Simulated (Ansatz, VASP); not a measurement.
Two plane-wave programs on H

```
H
1.0
    -1.69153    1.69153    2.05847
     1.69153   -1.69153    2.05847
     1.69153    1.69153   -2.05847
H
2
Cartesian
  0.0000 0.0000 3.7459
  0.0000 0.0000 0.3711
```

Alike in both runs: task single point; functional LDA; k mesh 10 × 10 × 10; occupations gaussian, width 0.05 eV; no spin polarisation.

```csv
,VASP,Ansatz
version,VASP 6.6.1,Ansatz 0.2.0
potentials or method,"VASP PAW LDA potentials, release 64 (H), cutoff 520 eV","scalar-relativistic, plane waves, PAW"
valence electrons in the cell,2,2
```

VASP gave:

```
gap on the k mesh at the Fermi level (eV)                     : 8.30
least direct gap on the mesh (eV)                             : 9.17
pressure (GPa)                                                : 0.7
traceless stress, the component that is largest in VASP (GPa) : 3.28
rms of the force components (eV/Å)                            : 0.561
```

Estimate Ansatz's values.

gap on the k mesh at the Fermi level (eV): 8.30; least direct gap on the mesh (eV): 9.18; pressure (GPa): 0.9; traceless stress, the component that is largest in VASP (GPa): 3.28; rms of the force components (eV/Å): 0.555.

LDA's correlation is that of Perdew and Zunger in VASP and of Perdew and Wang (1992) in Ansatz. Atom by atom the forces differ by 0.006 eV/Å (rms over components).
